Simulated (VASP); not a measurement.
# AlSi16 (a cell with a defect) in VASP: single point with PBE+D3(BJ)

Aim: the single point of AlSi16 (a cell with a defect) with PBE+D3(BJ).

Everything below comes from runs of VASP 6.6.1. Logs are shortened: lines on timing, memory, paths and dates and some standing lists are left out, and cuts for length are marked.

## (1) The cell of the first run

The cell holds a defect, 17 atoms: a = 7.679 Å, b = 7.679 Å, c = 7.679 Å, α = 60.00°, β = 60.00°, γ = 60.00°.

## (2) Single point, PBE+D3(BJ), collinear spin, ferromagnetic start

INCAR reads:

```
SYSTEM = AlSi16
ALGO = Normal
EDIFF = 1E-7
ENCUT = 520
GGA = PE
ISIF = 2
ISMEAR = 0
ISPIN = 2
IVDW = 12
LASPH = .TRUE.
LCHARG = .FALSE.
LORBIT = 11
LREAL = Auto
LWAVE = .FALSE.
MAGMOM = 0 0 0 0 0 0 0 0 0 0 0 0 0 0 0 0 1
NBANDS = 52
NELM = 150
PREC = Accurate
SIGMA = 0.05
```

KPOINTS reads:

```
k-points
0
G
  2 2 2
  0 0 0
```

POSCAR reads:

```
AlSi16
1.0
    0.0000000000      5.4300000000      5.4300000000
    5.4300000000      0.0000000000      5.4300000000
    5.4300000000      5.4300000000      0.0000000000
Si Al
16 1
Direct
   -0.0171787786      0.0147747610      0.0016199425
    0.1195726134      0.1366785111      0.1237409862
   -0.0027344573      0.0065176645      0.4985240558
    0.1195537885      0.1366883511      0.6208449178
   -0.0027162846      0.5115238764     -0.0065215327
    0.1194811688      0.6339544906      0.1237185322
   -0.0027172539      0.5115179514      0.4985783891
    0.1209935347      0.6353149896      0.6222721494
    0.5003536106      0.0147746026      0.0016185086
    0.6209966955      0.1352971402      0.1222778896
    0.5003368829      0.0147917965      0.4841058255
    0.6224878312      0.1366859847      0.6208411064
    0.5003912731      0.4971344068      0.0016624223
    0.6224146711      0.6339501595      0.1237259332
    0.4921919144      0.5115083773      0.4985826475
    0.6224184212      0.6339553269      0.6207694817
    0.3709839189      0.8853685698      0.8722427851
```

Potentials or basis: VASP PAW PBE potentials, release 64 (Si, Al).

Launch:

```console
cat potpaw_PBE.64/Si/POTCAR potpaw_PBE.64/Al/POTCAR > POTCAR
mpirun -np 1 vasp_std > vasp.out
```

OUTCAR:

```text
SYSTEM = AlSi16
   EDIFF = 1E-7
   ENCUT = 520
   GGA = PE
   ISIF = 2
   ISMEAR = 0
   ISPIN = 2
   IVDW = 12
   LASPH = .TRUE.
   LORBIT = 11
   LREAL = Auto
   NELM = 150
   PREC = Accurate
 IVDW          = 12

 ion  position               nearest neighbor table
   1  0.983  0.015  0.002-  10 2.27   4 2.39   2 2.39   6 2.39  17 2.43
   2  0.120  0.137  0.124-   3 2.35   5 2.35   1 2.39   9 2.39  17 2.73
   3  0.997  0.007  0.499-   8 2.33  12 2.35   4 2.35   2 2.35
   4  0.120  0.137  0.621-   3 2.35   7 2.35   1 2.39  11 2.39  17 2.73
   5  0.997  0.512  0.993-   8 2.33   2 2.35   6 2.35  14 2.35
   6  0.119  0.634  0.124-   7 2.35   5 2.35   1 2.39  13 2.39  17 2.73
   7  0.997  0.512  0.499-   8 2.33   4 2.35   6 2.35  16 2.35
   8  0.121  0.635  0.622-  15 2.33   7 2.33   3 2.33   5 2.33
   9  0.500  0.015  0.002-  10 2.27  12 2.39   2 2.39  14 2.39  17 2.43
  10  0.621  0.135  0.122-   1 2.27   9 2.27  11 2.27  13 2.27
  11  0.500  0.015  0.484-  10 2.27  12 2.39   4 2.39  16 2.39  17 2.43
  12  0.622  0.137  0.621-   3 2.35  15 2.35   9 2.39  11 2.39  17 2.73
  13  0.500  0.497  0.002-  10 2.27  16 2.39  14 2.39   6 2.39  17 2.43
  14  0.622  0.634  0.124-  15 2.35   5 2.35   9 2.39  13 2.39  17 2.73
  15  0.492  0.512  0.499-   8 2.33  12 2.35  14 2.35  16 2.35
  16  0.622  0.634  0.621-  15 2.35   7 2.35  11 2.39  13 2.39  17 2.73
  17  0.371  0.885  0.872-  11 2.43   9 2.43   1 2.43  13 2.43   2 2.73  12 2.73   4 2.73  16 2.73
                            14 2.73   6 2.73

  LATTYP: Found a face centered cubic cell.
 ALAT       =    10.8600000000

  Lattice vectors:

 A1 = (   0.0000000000,   5.4300000000,   5.4300000000)
 A2 = (   5.4300000000,   0.0000000000,   5.4300000000)
 A3 = (   5.4300000000,   5.4300000000,   0.0000000000)

Analysis of symmetry for initial positions (statically):
=====================================================================
 Subroutine PRICEL returns:
 Original cell was already a primitive cell.

 Routine SETGRP: Setting up the symmetry group for a
 face centered cubic supercell.

 Subroutine GETGRP returns: Found  1 space group operations
 (whereof  1 operations were pure point group operations)
 out of a pool of 48 trial point group operations.

The static configuration has the point symmetry C_1 .

Analysis of symmetry for dynamics (positions and initial velocities):
=====================================================================
 Subroutine PRICEL returns:
 Original cell was already a primitive cell.

 Routine SETGRP: Setting up the symmetry group for a
 face centered cubic supercell.

 Subroutine GETGRP returns: Found  1 space group operations
 (whereof  1 operations were pure point group operations)
 out of a pool of 48 trial point group operations.

The dynamic configuration has the point symmetry C_1 .

Analysis of structural, dynamic, and magnetic symmetry:
[... 178 lines left out ...]
 cond. band min:       6.9050851046   @ k =   0.0000   0.0000   0.0000
 fundamental gap:      0.0015151026
 Fermi energy:         6.9043275399

 spin component 1

 k-point     1 :       0.0000    0.0000    0.0000
  band No.  band energies     occupation
      1      -6.0071      1.00000
      2      -3.5544      1.00000
      3      -3.5380      1.00000
      4      -3.5379      1.00000
      5      -3.5370      1.00000
      6      -2.4000      1.00000
[... 373 lines left out ...]
     44      10.3338      0.00000
     45      10.4682      0.00000
 Fermi energy:         6.9043275399

 spin component 2

 k-point     1 :       0.0000    0.0000    0.0000
  band No.  band energies     occupation
      1      -6.0068      1.00000
      2      -3.5541      1.00000
      3      -3.5378      1.00000
      4      -3.5376      1.00000
      5      -3.5367      1.00000
      6      -2.3998      1.00000
[... 373 lines left out ...]
     44      10.3345      0.00000
     45      10.4687      0.00000
 [bands above 45 left out]

------------------------ aborting loop because EDIFF is reached ----------------------------------------

 Edisp (eV)   -5.60991

 E8    (eV) :    -2.3331

  FORCE on cell =-STRESS in cart. coord.  units (eV):
  Direction    XX          YY          ZZ          XY          YZ          ZX
  --------------------------------------------------------------------------------------
  -------------------------------------------------------------------------------------
  Total       4.90378     4.90667     4.90559     0.00858     0.00061    -0.00543
  in kB      24.53645    24.55094    24.54554     0.04292     0.00304    -0.02716
  external pressure =       24.54 kB  Pullay stress =        0.00 kB

 VOLUME and BASIS-vectors are now :
 -----------------------------------------------------------------------------
  energy-cutoff  :      520.00
  volume of cell :      320.21
      direct lattice vectors                 reciprocal lattice vectors
     0.000000000  5.430000000  5.430000000    -0.092081031  0.092081031  0.092081031
     5.430000000  0.000000000  5.430000000     0.092081031 -0.092081031  0.092081031
     5.430000000  5.430000000  0.000000000     0.092081031  0.092081031 -0.092081031

 POSITION                                       TOTAL-FORCE (eV/Angst)
 -----------------------------------------------------------------------------------
      0.08902      5.34552      5.41695         0.001059     -0.000774     -0.005364
      1.41408      1.32119      1.39144         0.000070     -0.005075      0.003793
      2.74238      8.12214      5.45054        -0.002646      0.002065     -0.001819
      4.11341      4.02036      1.39139         0.003367      0.000305      0.002789
      8.17216     10.80984      8.19283         0.003971     -0.000143      0.001451
      4.11416      1.32057      4.09116        -0.003904      0.003692      0.003209
[... 9 lines left out ...]
      6.81316      6.75051      6.82211         0.004303      0.003072     -0.002079
      9.54383      6.75072      6.82199        -0.004789      0.006999     -0.007160
 -----------------------------------------------------------------------------------
    total drift:                                0.004683     -0.007698      0.008338

  FREE ENERGIE OF THE ION-ELECTRON SYSTEM (eV)
  ---------------------------------------------------
  free  energy   TOTEN  =       -92.3072283031 eV

  energy  without entropy=      -92.3001778080  energy(sigma->0) =      -92.30370306

 total charge

# of ion       s       p       d       tot
------------------------------------------
    1        0.758   0.950   0.000   1.708
    2        0.743   0.930   0.000   1.672
    3        0.746   0.950   0.000   1.696
    4        0.743   0.930   0.000   1.672
    5        0.746   0.950   0.000   1.696
    6        0.743   0.929   0.000   1.672
[... 9 lines left out ...]
   16        0.743   0.929   0.000   1.672
   17        0.508   0.335   0.000   0.843
--------------------------------------------------
tot         12.479  15.471   0.000  27.950

 magnetization (x)

# of ion       s       p       d       tot
------------------------------------------
    1        0.000   0.000   0.000   0.000
    2        0.000  -0.000   0.000   0.000
    3       -0.000   0.000   0.000   0.000
    4        0.000  -0.000   0.000   0.000
    5       -0.000   0.000   0.000   0.000
    6        0.000  -0.000   0.000   0.000
[... 9 lines left out ...]
   16        0.000  -0.000   0.000   0.000
   17       -0.000  -0.000   0.000  -0.000
--------------------------------------------------
tot          0.000   0.000   0.000   0.001
```

OSZICAR:

```text
N       E                     dE             d eps       ncg     rms          rms(c)
DAV:   1     0.152179644773E+03    0.15218E+03   -0.25481E+04  1664   0.106E+03
DAV:   2    -0.748758068329E+02   -0.22706E+03   -0.21280E+03  2052   0.160E+02
DAV:   3    -0.880071717139E+02   -0.13131E+02   -0.12853E+02  2160   0.340E+01
DAV:   4    -0.882629397867E+02   -0.25577E+00   -0.25480E+00  2128   0.583E+00
DAV:   5    -0.882689420114E+02   -0.60022E-02   -0.59983E-02  2080   0.859E-01    0.145E+01
DAV:   6    -0.871512091290E+02    0.11177E+01   -0.94185E-01  1980   0.288E+00    0.878E+00
DAV:   7    -0.866829779970E+02    0.46823E+00   -0.12087E+00  1992   0.313E+00    0.122E+00
DAV:   8    -0.866955477302E+02   -0.12570E-01   -0.91210E-02  1960   0.105E+00    0.791E-01
DAV:   9    -0.866952526323E+02    0.29510E-03   -0.57539E-03  2044   0.262E-01    0.353E-01
DAV:  10    -0.866965137647E+02   -0.12611E-02   -0.21166E-03  2000   0.140E-01    0.162E-01
DAV:  11    -0.866971769855E+02   -0.66322E-03   -0.75569E-04  1908   0.977E-02    0.667E-02
DAV:  12    -0.866972804717E+02   -0.10349E-03   -0.10682E-04  2016   0.421E-02    0.360E-02
DAV:  13    -0.866973087205E+02   -0.28249E-04   -0.32177E-05  1900   0.206E-02    0.923E-03
DAV:  14    -0.866973120641E+02   -0.33437E-05   -0.49483E-06  2072   0.836E-03    0.453E-03
DAV:  15    -0.866973129855E+02   -0.92139E-06   -0.72276E-07  1924   0.343E-03    0.222E-03
DAV:  16    -0.866973134277E+02   -0.44221E-06   -0.40052E-07  1784   0.200E-03    0.982E-04
DAV:  17    -0.866973135421E+02   -0.11436E-06   -0.20506E-07  1564   0.140E-03    0.609E-04
DAV:  18    -0.866973136219E+02   -0.79770E-07   -0.12634E-07  1336   0.107E-03
   1 F= -.92307228E+02 E0= -.92303703E+02  d E =-.705050E-02  mag=     0.0042
```

stdout:

```text
POSCAR found type information on POSCAR SiAl
 POSCAR found :  2 types and      17 ions
 scaLAPACK will be used
 LDA part: xc-table for (Slater+PW92), standard interpolation
 POSCAR, INCAR and KPOINTS ok, starting setup
 FFT: planning ... GRIDC
 FFT: planning ... GRID_SOFT
 FFT: planning ... GRID
 WAVECAR not read
 entering main loop
```

Wall time 4 min (1 thread of Intel Xeon 6975P-C (Granite Rapids), shared host); peak memory 0.71 GiB.

Results:

| Quantity | Value |
| --- | --- |
| Free energy | -92.3072 eV |
| Pressure | 2.5 GPa |
| Largest force | 0.011 eV/Å |
| Net moment | 0.01 μB per cell |
| Valence electrons inside the program's atomic spheres | Si 1.71, 1.67, 1.70, 1.75; Al 0.84 |
| Dispersion energy per atom | -0.330 eV |

Forces in eV/Å, atoms in the order of the input:
```
Si   0.001 -0.001 -0.005
Si   0.000 -0.005  0.004
Si  -0.003  0.002 -0.002
Si   0.003  0.000  0.003
Si   0.004  0.000  0.001
Si  -0.004  0.004  0.003
Si   0.001 -0.005  0.002
Si  -0.002  0.002 -0.002
Si   0.001  0.005  0.001
Si   0.001 -0.001  0.001
Si  -0.006 -0.001  0.001
Si   0.003 -0.003 -0.001
Si   0.003 -0.003  0.003
Si  -0.004 -0.003 -0.003
Si   0.001 -0.002  0.004
Si   0.004  0.003 -0.002
Al  -0.005  0.007 -0.007
```

Levels at points of the mesh, in eV from the Fermi level:
Spin up:
```
           k point  band 31  band 32  band 33  band 34  band 35  band 36
(0.00, 0.00, 0.00)    -0.76    -0.76    -0.76    -0.22    -0.22    -0.22
(0.50, 0.00, 0.00)    -1.41    -1.41    -0.61     0.22     0.54     0.54
(0.00, 0.50, 0.00)    -1.41    -1.41    -0.61     0.22     0.54     0.54
(0.00, 0.00, 0.50)    -1.41    -1.41    -0.61     0.22     0.54     0.54
(0.50, 0.50, 0.50)    -1.41    -1.41    -0.61     0.22     0.54     0.54
(0.50, 0.50, 0.00)    -2.03    -1.90    -0.26     0.19     1.09     1.40
(0.00, 0.50, 0.50)    -2.03    -1.90    -0.26     0.19     1.09     1.40
(0.50, 0.00, 0.50)    -2.03    -1.90    -0.26     0.19     1.09     1.40
```
Spin down:
```csv
k point,band 29,band 30,band 31,band 32,band 33,band 34,band 35,band 36,band 37,band 38
"(0.00, 0.00, 0.00)",-1.75,-1.75,-0.76,-0.76,-0.76,-0.22,-0.22,-0.22,0.00,0.00
"(0.50, 0.00, 0.00)",-1.58,-1.58,-1.41,-1.41,-0.61,0.22,0.54,0.54,0.87,0.87
"(0.00, 0.50, 0.00)",-1.58,-1.58,-1.41,-1.41,-0.61,0.22,0.54,0.54,0.87,0.87
"(0.00, 0.00, 0.50)",-1.58,-1.58,-1.41,-1.41,-0.61,0.22,0.54,0.54,0.87,0.87
"(0.50, 0.50, 0.50)",-1.58,-1.58,-1.41,-1.41,-0.61,0.22,0.54,0.54,0.87,0.87
"(0.50, 0.50, 0.00)",-2.15,-2.03,-2.03,-1.90,-0.26,0.19,1.09,1.40,1.40,1.45
"(0.00, 0.50, 0.50)",-2.15,-2.03,-2.03,-1.90,-0.26,0.19,1.09,1.40,1.40,1.45
"(0.50, 0.00, 0.50)",-2.15,-2.03,-2.03,-1.90,-0.26,0.19,1.09,1.40,1.40,1.45
```

Caveat: the k points lie up to 0.50 Å⁻¹ apart.
